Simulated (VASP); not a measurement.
A run of VASP 6.6.1 is set up as follows.

The input INCAR:

```
SYSTEM = NiO
ALGO = Normal
EDIFF = 1E-7
ENCUT = 520
GGA = PE
ISIF = 2
ISMEAR = 0
LASPH = .True.
LCHARG = .False.
LREAL = .False.
LWAVE = .False.
NBANDS = 15
NELM = 100
PREC = Accurate
SIGMA = 0.05
```

File KPOINTS:

```
k-points
0
Gamma
  14 14 14
  0 0 0
```

The input POSCAR:

```
NiO
1.0
    1.4802574848      0.8546270573      2.4172370492
   -1.4802574848      0.8546270573      2.4172370492
    0.0000000000     -1.7092541146      2.4172370492
Ni O
1 1
Direct
    1.0000000000      0.0000000000      0.0000000000
    0.5000000000      0.5000000000      0.5000000000
```

Potentials or basis: VASP PAW PBE potentials, release 64 (Ni, O).

Run with:

```bash
$ cat potpaw_PBE.64/Ni/POTCAR potpaw_PBE.64/O/POTCAR > POTCAR
$ mpirun -np 1 vasp_std > vasp.out
```

Question: Estimate the pressure.

Answer: -3.8 GPa.

Question: Estimate the band gap on the k mesh.

Answer: Zero (band 8 reaches 9.03 eV, above the bottom of band 9 at 6.24 eV).

Caveat: the run has no spin polarisation, though such a crystal can be magnetic; semilocal functionals often make such compounds metallic where correlation or magnetic order opens a gap, which also shifts bond lengths. Spin polarisation is off, so any magnetic state and its effect on volume and gap are missing.
